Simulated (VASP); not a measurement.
Crystal: Ag.

```xyz
4
Lattice="5.1546 0.0000 0.0000 -2.5773 4.4640 0.0000 0.0000 0.0000 3.5261" Properties=species:S:1:pos:R:3 pbc="T T T"
Ag    2.5773    0.0000    0.0000
Ag   -1.2887    2.2320    0.0000
Ag    1.2887    2.2320    0.0000
Ag    0.0000    0.0000    1.7630
```

| Property | Result |
| --- | --- |
| Program | VASP 6.6.1 |
| Task | relaxation of cell and atoms |
| Functional | PBE |
| Potentials or basis | VASP PAW PBE potentials, release 64 (Ag) |
| Cutoff | 600 eV |
| k mesh | 6 × 6 × 6 |
| Occupations | gaussian, width 0.1 eV |
| Spin | no spin polarisation |

At the start: pressure 4.3 GPa; volume 20.28 Å³/atom.

Question: Where does the relaxation end?

Answer: Over 12 steps the energy falls by 274.9 meV/atom and the volume is 18.55 Å³/atom (-8.5 %); space group P6/mmm (No. 191, to 0.05 Å).

The path:
```csv
step,energy change (eV),largest force (eV/Å),pressure (GPa),volume (Å³)
1,0.0000,0.0000,4.25,81.14
2,-0.5331,0.0000,-5.50,87.14
3,-0.5356,0.0000,-5.76,87.38
4,-0.9085,0.0000,-3.82,79.95
5,-1.0729,0.0000,-0.97,74.94
6,-0.0983,0.0000,21.07,64.94
7,-1.0887,0.0000,-0.10,74.11
8,-1.0948,0.0000,1.10,73.13
9,-1.0946,0.0000,0.72,73.41
10,-1.0986,0.0000,0.18,73.95
11,-1.0994,0.0000,0.31,73.80
12,-1.0996,0.0000,-0.16,74.21
```

Final structure:
```yaml
crystal:
  lattice:
    - [5.56645, 0.00000, 0.00000]
    - [-2.78323, 4.82069, 0.00000]
    - [0.00000, 0.00000, 2.76559]
  atoms:
    - { symbol: Ag, position: [0.50000, 0.00000, 0.00000] }
    - { symbol: Ag, position: [0.00000, 0.50000, 0.00000] }
    - { symbol: Ag, position: [0.50000, 0.50000, 0.00000] }
    - { symbol: Ag, position: [0.00000, 0.00000, 0.50000] }
```
